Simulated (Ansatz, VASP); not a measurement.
## One calculation of Re, two programs

Contents of INCAR:

```
ALGO = Normal
EDIFF = 1E-6
ENCUT = 560
GGA_COMPAT = False
ISIF = 2
ISMEAR = -1
LASPH = True
LCHARG = True
LELF = True
LREAL = False
LVHAR = True
LWAVE = False
NBANDS = 22
NELM = 120
PREC = Accurate
SIGMA = 0.1
```

File KPOINTS:

```
k-points
0
Gamma
  13 13 7
```

Contents of POSCAR:

```
Re
1.0
    2.7391880258      0.0000000000      0.0000000000
   -1.3695940129      2.3722064161      0.0000000000
    0.0000000000      0.0000000000      4.4118668232
Re
2
Direct
    0.3333333333      0.6666666667      0.2500000000
    0.6666666667      0.3333333333      0.7500000000
```

Input for Ansatz:

```yaml
crystal:
  lattice:
    - [2.7391880258, 0.0, 0.0]
    - [-1.3695940129, 2.3722064161, 0.0]
    - [0.0, 0.0, 4.4118668232]
  atoms:
    - { symbol: Re, position: [0.3333333333, 0.6666666667, 0.25] }
    - { symbol: Re, position: [0.6666666667, 0.3333333333, 0.75] }
hamiltonian:
  xc: lda
  pseudopotentials:
    kind: paw
    azcp:
      Re: "pseudopotentials/Re.paw.azcp"
basis:
  ecutwfc: 420
  fft_grid_basis: typed
kpoints:
  mp_grid: { grid: [13, 13, 7], shift: [0, 0, 0] }
magnetization:
  spin_polarized: false
scf:
  occupations: { method: fermi_dirac, width: 0.1 }
  lower_state_search: "off"
output:
  stress: true
  write_density: true
  write_potential: true
  elf: true
  volumetric_format: npy
```

Alike in both runs: task single point; functional LDA; k mesh 13 × 13 × 7; occupations fermi-dirac, width 0.1 eV; no spin polarisation.

|  | VASP | Ansatz |
| --- | --- | --- |
| version | VASP 6.6.1 | Ansatz 0.2.0 |
| potentials or method | VASP PAW LDA potentials, release 64 (Re_sv_GW), cutoff 560 eV | plane waves (420 eV) with PAW, scalar-relativistic |
| valence electrons in the cell | 30 | 30 |

```csv
,VASP,Ansatz,Ansatz less VASP
pressure (GPa),0.0,0.0,+0.03
```

Ansatz warns that its potentials were made for another functional, while VASP's fit it. LDA's correlation is that of Perdew and Zunger in VASP and of Perdew and Wang (1992) in Ansatz.

Spin-orbit coupling is off throughout.
